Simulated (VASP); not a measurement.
# Rh (Pm-3m) in VASP: further runs, part 2 of 2

VASP 6.6.1. The steps go on from the part before.

## (4) Single point, PBE (volume scaled by 0.88)

INCAR

```
SYSTEM = Rh
ALGO = Normal ; EDIFF = 1E-7
ENCUT = 520 ; GGA = PE
ISIF = 2 ; ISMEAR = -1
LASPH = .TRUE. ; LCHARG = .FALSE.
LREAL = .FALSE. ; LWAVE = .FALSE.
NBANDS = 14 ; NELM = 60
PREC = Accurate ; SIGMA = 0.1
```

KPOINTS

```
k-points
0
G
  14 14 14
  0 0 0
```

POSCAR

```
Rh
1.0
    2.4314594791      0.0000000000      0.0000000000
    0.0000000000      2.4314594791      0.0000000000
    0.0000000000      0.0000000000      2.4314594791
Rh
1
Direct
    0.0000000000      0.0000000000      0.0000000000
```

Potentials or basis: VASP PAW PBE potentials, release 64 (Rh_pv).

Command:

```bash
$ cat potpaw_PBE.64/Rh_pv/POTCAR > POTCAR
$ mpirun -np 1 vasp_std > vasp.out
```

OUTCAR:

```text
SYSTEM = Rh
   EDIFF = 1E-7
   ENCUT = 520
   GGA = PE
   ISIF = 2
   ISMEAR = -1
   LASPH = .TRUE.
   LREAL = .FALSE.
   NELM = 60
   PREC = Accurate

 ion  position               nearest neighbor table
   1  0.000  0.000  0.000-

  LATTYP: Found a simple cubic cell.
 ALAT       =     2.4314594791

  Lattice vectors:

 A1 = (   2.4314594791,   0.0000000000,   0.0000000000)
 A2 = (   0.0000000000,   2.4314594791,   0.0000000000)
 A3 = (   0.0000000000,   0.0000000000,   2.4314594791)

Analysis of symmetry for initial positions (statically):
=====================================================================
 Subroutine PRICEL returns:
 Original cell was already a primitive cell.

 Routine SETGRP: Setting up the symmetry group for a
 simple cubic supercell.

 Subroutine GETGRP returns: Found 48 space group operations
[... 9 lines left out ...]

 Routine SETGRP: Setting up the symmetry group for a
 simple cubic supercell.

 Subroutine GETGRP returns: Found 48 space group operations
 (whereof 48 operations were pure point group operations)
 out of a pool of 48 trial point group operations.

The dynamic configuration has the point symmetry O_h .

 Subroutine INISYM returns: Found 48 space group operations
 (whereof 48 operations are pure point group operations),
 and found     1 'primitive' translations

----------------------------------------------------------------------------------------

                                     Primitive cell

  volume of cell :      14.3748

  direct lattice vectors                    reciprocal lattice vectors
     2.431459479  0.000000000  0.000000000     0.411275618  0.000000000  0.000000000
     0.000000000  2.431459479  0.000000000     0.000000000  0.411275618  0.000000000
     0.000000000  0.000000000  2.431459479     0.000000000  0.000000000  0.411275618

[... 98 lines left out ...]
   IALGO  =     38    algorithm
   IMIX   =      4    mixing-type and parameters
     AMIX     =   0.40;   BMIX     =  1.00
     AMIX_MAG =   1.60;   BMIX_MAG =  1.00
  volume/ion in A,a.u.               =      14.37        97.01
  Fermi-wavevector in a.u.,A,eV,Ry     =   1.660497  3.137885 37.514688  2.757252
  Thomas-Fermi vector in A             =   2.747723
   LORBIT       =      0    0 simple, 1 ext, 2 COOP (PROOUT), +10 PAW based schemes
   GGA     = PE    functional components
   LHFCALC =     F    Hartree Fock is set to
   AEXX    =    0.0000 exact exchange contribution
   IVDW    =     0    specifies the selected vdW correction
   LEPSILON=     F    determine dielectric tensor
   LRPA    =     F    only Hartree local field effects (RPA)
 non-spin polarized calculation
  energy-cutoff  :      520.00
  volume of cell :       14.37
 maximum number of plane-waves:       402
   NGX =  9   NGY =  9   NGZ =  9

 number of electron      15.0000012 magnetization

 Free energy of the ion-electron system (eV)
  ---------------------------------------------------
  ext. energy  EPLUGINS =         0.00000000
  ---------------------------------------------------
  free energy    TOTEN  =        -6.32748598 eV

  energy without entropy =       -6.28224852  energy(sigma->0) =       -6.30486725

 E-fermi :  11.2842     XC(G=0): -13.5814

 val. band max:       11.2781359024   @ k =   0.3571   0.1429   0.1429
 cond. band min:      11.2850357413   @ k =   0.4286   0.2143   0.0714
 fundamental gap:      0.0068998389
 Fermi energy:        11.2842089235

 k-point     1 :       0.0000    0.0000    0.0000
  band No.  band energies     occupation
      1     -34.9113      2.00000
      2     -34.9113      2.00000
      3     -34.9113      2.00000
      4       3.7005      2.00000
      5       5.2179      2.00000
      6       5.2179      2.00000
      7      12.2180      0.00018
      8      12.2180      0.00018
      9      12.2180      0.00018
     10      29.0235      0.00000
     11      29.0235      0.00000
     12      29.0235      0.00000
     13      32.1964      0.00000
     14      37.2639      0.00000
[... 377 lines left out ...]
      1     -35.7171      2.00000
      2     -35.2395      2.00000
      3     -34.8015      2.00000
      4       6.1517      2.00000
      5       6.8301      2.00000
      6       8.4034      2.00000
      7      10.2233      1.99995
      8      11.4005      0.47627
      9      11.7683      0.01568
     10      20.9379      0.00000
     11      27.6096      0.00000
     12      31.5190      0.00000
     13      32.2075      0.00000
     14      36.1055      0.00000

 [... further k-points ...]
[... 5 lines left out ...]
  --------------------------------------------------------------------------------------
  -------------------------------------------------------------------------------------
  Total        2.8776108      2.8776108      2.8776108     -0.0000000     -0.0000000     -0.0000000
  in kB      320.7314392    320.7314392    320.7314392     -0.0000000     -0.0000000     -0.0000000
  external PRESSURE =     320.7314392 kB  Pullay stress =       0.0000000 kB

 VOLUME and BASIS-vectors are now :
 -----------------------------------------------------------------------------
  energy-cutoff  :      520.00
  volume of cell :       14.37
      direct lattice vectors                 reciprocal lattice vectors
     2.431459479  0.000000000  0.000000000     0.411275618  0.000000000  0.000000000
     0.000000000  2.431459479  0.000000000     0.000000000  0.411275618  0.000000000
     0.000000000  0.000000000  2.431459479     0.000000000  0.000000000  0.411275618

 POSITION                                       TOTAL-FORCE (eV/Angst)
 -----------------------------------------------------------------------------------
      0.00000      0.00000      0.00000         0.000000      0.000000      0.000000
 -----------------------------------------------------------------------------------
    total drift:                               -0.000000      0.000000     -0.000000

  FREE ENERGIE OF THE ION-ELECTRON SYSTEM (eV)
  ---------------------------------------------------
  free  energy   TOTEN  =        -6.3274859757 eV

  energy  without entropy=       -6.2822485243  energy(sigma->0) =       -6.30486725
```

OSZICAR:

```text
N       E                     dE             d eps       ncg     rms          rms(c)
DAV:   1     0.122453151252E+03    0.12245E+03   -0.87859E+03  3386   0.114E+03
DAV:   2    -0.497138265988E+01   -0.12742E+03   -0.12151E+03  3648   0.339E+02
DAV:   3    -0.657841852372E+01   -0.16070E+01   -0.16037E+01  4134   0.422E+01
DAV:   4    -0.658500708889E+01   -0.65886E-02   -0.65881E-02  3890   0.276E+00
DAV:   5    -0.658507016450E+01   -0.63076E-04   -0.63071E-04  4120   0.241E-01    0.107E+01
DAV:   6    -0.633808032094E+01    0.24699E+00   -0.41006E-01  3804   0.867E+00    0.480E+00
DAV:   7    -0.632925267609E+01    0.88276E-02   -0.21188E-02  3906   0.127E+00    0.209E+00
DAV:   8    -0.632754242670E+01    0.17102E-02   -0.30526E-03  3660   0.716E-01    0.741E-02
DAV:   9    -0.632748694229E+01    0.55484E-04   -0.12670E-04  4050   0.156E-01    0.235E-02
DAV:  10    -0.632748628896E+01    0.65333E-06   -0.67541E-06  3810   0.319E-02    0.739E-03
DAV:  11    -0.632748589581E+01    0.39315E-06   -0.79249E-08  3086   0.351E-03    0.730E-04
DAV:  12    -0.632748597568E+01   -0.79870E-07   -0.91187E-09  2124   0.135E-03
   1 F= -.63274860E+01 E0= -.63048672E+01  d E =-.452375E-01
```

stdout:

```text
POSCAR found type information on POSCAR Rh
 POSCAR found :  1 types and       1 ions
 scaLAPACK will be used
 LDA part: xc-table for (Slater+PW92), standard interpolation
 POSCAR, INCAR and KPOINTS ok, starting setup
 FFT: planning ... GRIDC
 FFT: planning ... GRID_SOFT
 FFT: planning ... GRID
 WAVECAR not read
 entering main loop
```

It took 7.1 s on 1 thread of Intel Xeon 6975P-C (Granite Rapids), shared host; peak memory 0.13 GiB.

Results:

```
Free energy : -6.3275 eV
Pressure    : 32.1 GPa
```

Levels at points of the mesh, in eV from the Fermi level:
```tsv
k point	band 3	band 4	band 5	band 6	band 7	band 8	band 9	band 10	band 11	band 12
(0.00, 0.00, 0.00)	-46.20	-7.58	-6.07	-6.07	0.93	0.93	0.93	17.74	17.74	17.74
(0.50, 0.00, 0.00)	-46.10	-5.32	-4.96	-1.65	-1.65	-0.33	1.18	7.18	17.67	20.92
(0.50, 0.50, 0.00)	-46.01	-6.72	-4.26	-1.15	-1.15	2.81	5.97	5.97	14.19	15.61
(0.50, 0.50, 0.50)	-46.98	-5.36	-5.36	-5.36	2.98	2.98	9.84	13.35	13.35	13.35
```

## (5) Summary

```csv
task,spin,cell,k mesh,cutoff (eV),smearing,gap on the mesh (eV),pressure (GPa),moment (μB)
single point,"collinear, ferromagnetic start","a = 2.602 Å, 1 atom",14 × 14 × 14,520,fermi-dirac 0.05 eV,none,-11.7,0.00
relaxation of cell and atoms,"collinear, ferromagnetic start","relaxed from a = 2.458 Å, 1 atom",13 × 13 × 13,600,fermi-dirac 0.05 eV,none,0.1,0.00
single point,off,"a = 2.431 Å, 1 atom",14 × 14 × 14,520,fermi-dirac 0.1 eV,none,32.1,-
```

Alike in all rows: level PBE; potentials or basis VASP PAW PBE potentials, release 64 (Rh_pv).

Absolute energies hang on the potentials; compare differences alone.
